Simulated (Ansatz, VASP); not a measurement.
## SnO: VASP beside Ansatz

Contents of INCAR:

```
SYSTEM = SnO
PREC = Accurate
ENCUT = 520
EDIFF = 1E-6
ISMEAR = -1
SIGMA = 0.03
LREAL = .FALSE.
LASPH = .TRUE.
NELM = 100
ALGO = Normal
ISIF = 2
LWAVE = .FALSE.
LCHARG = .FALSE.
GGA = PE
NBANDS = 17
```

Contents of KPOINTS:

```
Automatic mesh
0
G
  14 14 14
  0 0 0
```

The input POSCAR:

```
SnO
1.0
    0.0000000000      2.6009402579      2.6009402579
    2.6009402579      0.0000000000      2.6009402579
    2.6009402579      2.6009402579      0.0000000000
Sn O
1 1
Direct
    0.0000000000      0.0000000000      0.0000000000
    0.5000000000      0.5000000000      0.5000000000
```

Input for Ansatz:

```yaml
crystal:
  lattice:
    - [0.0, 2.6009402579, 2.6009402579]
    - [2.6009402579, 0.0, 2.6009402579]
    - [2.6009402579, 2.6009402579, 0.0]
  atoms:
    - { symbol: Sn, position: [0.0, 0.0, 0.0] }
    - { symbol: O, position: [0.5, 0.5, 0.5] }
kpoints:
  mp_grid: { grid: [14, 14, 14] }
scf:
  occupations: { method: fermi_dirac, width: 0.03 }
hamiltonian:
  xc: pbe
  pseudopotentials: { kind: all_electron, lapw: { basis_error: 0.001 } }
output:
  forces: true
  stress: true
  eigenvalues: true
```

Change from the starting cell: volume scaled by 1.05.

Alike in both runs: task single point; functional PBE; k mesh 14 × 14 × 14; occupations fermi-dirac, width 0.03 eV; no spin polarisation.

|  | VASP | Ansatz |
| --- | --- | --- |
| version | VASP 6.6.1 | Ansatz 0.2.0 |
| potentials or method | VASP PAW PBE potentials, release 64 (Sn_d, O), cutoff 520 eV | all-electron LAPW, scalar-relativistic |

Ansatz gave:

```
pressure (GPa) : -3.9
```

Problem. What did VASP give for the same quantities?

Solution. Pressure (GPa): -4.0.

Ansatz ran all-electron here, and VASP with PAW potentials.
